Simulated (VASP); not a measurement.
Input of a VASP 6.6.1 run:

INCAR

```
SYSTEM = Si2Ni
PREC = Accurate
ENCUT = 520
EDIFF = 1E-6
ISMEAR = -1
SIGMA = 0.05
LREAL = .False.
LASPH = .True.
NELM = 150
ALGO = Normal
ISIF = 2
LWAVE = .False.
LCHARG = .False.
ISPIN = 2
MAGMOM = 1 0 0
LORBIT = 11
LMAXMIX = 4
LDAU = .True.
LDAUTYPE = 2
LDAUL = 2 -1
LDAUU = 1 0
LDAUJ = 0 0
LDAUPRINT = 1
GGA = PS
NBANDS = 20
```

Contents of KPOINTS:

```
regular mesh
0
Gamma
  9 9 9
  0 0 0
```

File POSCAR:

```
Si2Ni
1.0
    0.0000000000      2.7030000000      2.7030000000
    2.7030000000      0.0000000000      2.7030000000
    2.7030000000      2.7030000000      0.0000000000
Ni Si
1 2
Direct
    0.0000000000      0.0000000000      0.0000000000
    0.7500000000      0.7500000000      0.7500000000
    0.2500000000      0.2500000000      0.2500000000
```

Potentials or basis: VASP PAW PBE potentials, release 64 (Ni, Si).

Command:

```bash
$ cat potpaw_PBE.64/Ni/POTCAR potpaw_PBE.64/Si/POTCAR > POTCAR
$ mpirun -np 1 vasp_std > vasp.out
```

Task: Predict the net moment.

Result: 0.00 μB per cell.

Task: What does it give for the pressure?

Result: -1.6 GPa.

Eigenvalues of the final occupation matrices:
```tsv
site	spin	trace	eigenvalues
site 1 d	1	4.27	0.83 0.83 0.83 0.89 0.89
site 1 d	2	4.27	0.83 0.83 0.83 0.89 0.89
```

Caveat: the moments typed at the start vanished in this run; the PAW data sets were made with another functional, which shifts forces and pressure a little; the U is typed as a test and isn't derived for this compound. The state reached can hang on the start; a lower one may exist.
